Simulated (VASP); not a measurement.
# InPd (Pm-3m) in VASP: a series of runs, part 3 of 3

VASP 6.6.1.

### 6 Single point, PBE (19.14 Å³/atom)

This run uses another cell than the first one, of 19.14 Å³/atom.

INCAR

```
PREC     = Accurate       # precision mode
ENCUT    = 520            # plane-wave cutoff, eV
EDIFF    = 1E-6           # SCF threshold, eV
ISMEAR   = 0              # smearing method
SIGMA    = 0.1            # smearing width, eV
LREAL    = F              # projectors in reciprocal space
LASPH    = T              # aspherical terms in the spheres
NELM     = 80             # most SCF steps
ALGO     = Normal         # electronic algorithm
ISIF     = 2              # what is computed and relaxed
LWAVE    = F              # write WAVECAR
LCHARG   = F              # write CHGCAR
GGA      = PE             # functional
NBANDS   = 18             # bands
```

KPOINTS

```
regular mesh
0
Gamma
  14 14 14
```

POSCAR

```
InPd
1.0
    3.3700891428      0.0000000000      0.0000000000
    0.0000000000      3.3700891428      0.0000000000
    0.0000000000      0.0000000000      3.3700891428
In Pd
1 1
Direct
    0.0000000000      0.0000000000      0.0000000000
    0.5000000000      0.5000000000      0.5000000000
```

Potentials or basis: VASP PAW PBE potentials, release 64 (In_d, Pd).

Launch:

```sh
$ cat potpaw_PBE.64/In_d/POTCAR potpaw_PBE.64/Pd/POTCAR > POTCAR
$ mpirun -np 1 vasp_std > vasp.out
```

OUTCAR:

```text
PREC = Accurate
   ENCUT = 520
   EDIFF = 1E-6
   ISMEAR = 0
   LREAL = F
   LASPH = T
   NELM = 80
   ISIF = 2
   GGA = PE

 ion  position               nearest neighbor table
   1  0.000  0.000  0.000-   2 2.92   2 2.92   2 2.92   2 2.92   2 2.92   2 2.92   2 2.92   2 2.92

   2  0.500  0.500  0.500-   1 2.92   1 2.92   1 2.92   1 2.92   1 2.92   1 2.92   1 2.92   1 2.92

  LATTYP: Found a simple cubic cell.
 ALAT       =     3.3700891428

  Lattice vectors:

 A1 = (   3.3700891428,   0.0000000000,   0.0000000000)
 A2 = (   0.0000000000,   3.3700891428,   0.0000000000)
 A3 = (   0.0000000000,   0.0000000000,   3.3700891428)

Analysis of symmetry for initial positions (statically):
=====================================================================
 Subroutine PRICEL returns:
 Original cell was already a primitive cell.

 Routine SETGRP: Setting up the symmetry group for a
 simple cubic supercell.

 Subroutine GETGRP returns: Found 48 space group operations
 (whereof 48 operations were pure point group operations)
[... 161 lines left out ...]
  free energy    TOTEN  =        -8.71131004 eV

  energy without entropy =       -8.70652628  energy(sigma->0) =       -8.70891816

 E-fermi :   9.1578     XC(G=0): -11.7343

 val. band max:        9.1457809073   @ k =   0.3571   0.2857   0.0714
 cond. band min:       9.1695724322   @ k =   0.3571   0.2143   0.1429
 fundamental gap:      0.0237915248
 Fermi energy:         9.1578391842

 k-point     1 :       0.0000    0.0000    0.0000
  band No.  band energies     occupation
      1      -5.5664      2.00000
      2      -5.5664      2.00000
      3      -5.2519      2.00000
      4      -5.2519      2.00000
      5      -5.2519      2.00000
      6      -0.1772      2.00000
[... 481 lines left out ...]
      5      -5.2792      2.00000
      6       2.1874      2.00000
[... 10 lines left out ...]
     17      21.6715      0.00000
     18      21.7354      0.00000

 [... further k-points ...]

------------------------ aborting loop because EDIFF is reached ----------------------------------------

  FORCE on cell =-STRESS in cart. coord.  units (eV):
  Direction    XX          YY          ZZ          XY          YZ          ZX
  --------------------------------------------------------------------------------------
  -------------------------------------------------------------------------------------
  Total       -1.2964645     -1.2964645     -1.2964645      0.0000000     -0.0000000      0.0000000
  in kB      -54.2684047    -54.2684047    -54.2684047      0.0000000     -0.0000000      0.0000000
  external PRESSURE =     -54.2684047 kB  Pullay stress =       0.0000000 kB

 VOLUME and BASIS-vectors are now :
 -----------------------------------------------------------------------------
  energy-cutoff  :      520.00
  volume of cell :       38.28
      direct lattice vectors                 reciprocal lattice vectors
     3.370089143  0.000000000  0.000000000     0.296728056  0.000000000  0.000000000
     0.000000000  3.370089143  0.000000000     0.000000000  0.296728056  0.000000000
     0.000000000  0.000000000  3.370089143     0.000000000  0.000000000  0.296728056

 POSITION                                       TOTAL-FORCE (eV/Angst)
 -----------------------------------------------------------------------------------
      0.00000      0.00000      0.00000         0.000000      0.000000      0.000000
      1.68504      1.68504      1.68504         0.000000      0.000000      0.000000
 -----------------------------------------------------------------------------------
    total drift:                               -0.000000      0.000000      0.000000

  FREE ENERGIE OF THE ION-ELECTRON SYSTEM (eV)
  ---------------------------------------------------
  free  energy   TOTEN  =        -8.7113100442 eV

  energy  without entropy=       -8.7065262773  energy(sigma->0) =       -8.70891816
```

stdout:

```text
POSCAR found type information on POSCAR InPd
 POSCAR found :  2 types and       2 ions
 scaLAPACK will be used
 LDA part: xc-table for (Slater+PW92), standard interpolation
 POSCAR, INCAR and KPOINTS ok, starting setup
 FFT: planning ... GRIDC
 FFT: planning ... GRID_SOFT
 FFT: planning ... GRID
 WAVECAR not read
 entering main loop
```

Wall time 28 s (1 thread of Intel Xeon 6975P-C (Granite Rapids), shared host); peak memory 0.22 GiB.

Results:

| Quantity | Value |
| --- | --- |
| Free energy | -8.7113 eV |
| Pressure | -5.4 GPa |
| Band gap on the k mesh | zero (an odd number of electrons rules out a gap without spin polarisation) |

Caveat: the cell stands under tension; spin-orbit coupling is left out, which moves the levels of the heavy elements.

### 7 The runs side by side

| cell | gap on the mesh (eV) | pressure (GPa) |
| --- | --- | --- |
| a = 3.238 Å, 2 atoms | none | 8.3 |
| a = 3.272 Å, 2 atoms | none | 3.7 |
| a = 3.305 Å, 2 atoms | none | 0.0 |
| a = 3.338 Å, 2 atoms | none | -3.0 |
| a = 3.370 Å, 2 atoms | none | -5.4 |

Alike in all rows: task single point; level PBE; potentials or basis VASP PAW PBE potentials, release 64 (In_d, Pd); no spin polarisation; k mesh 14 × 14 × 14; cutoff (eV) 520; smearing gaussian 0.1 eV.

Caveats: spin-orbit coupling is left out, which moves the levels of the heavy elements; the cell stands under pressure (at least some runs); the cell stands under tension (at least some runs).

Absolute energies hang on the potentials; compare differences alone.

The gap in the log of VASP goes by the Fermi energy; the results here count the filled bands.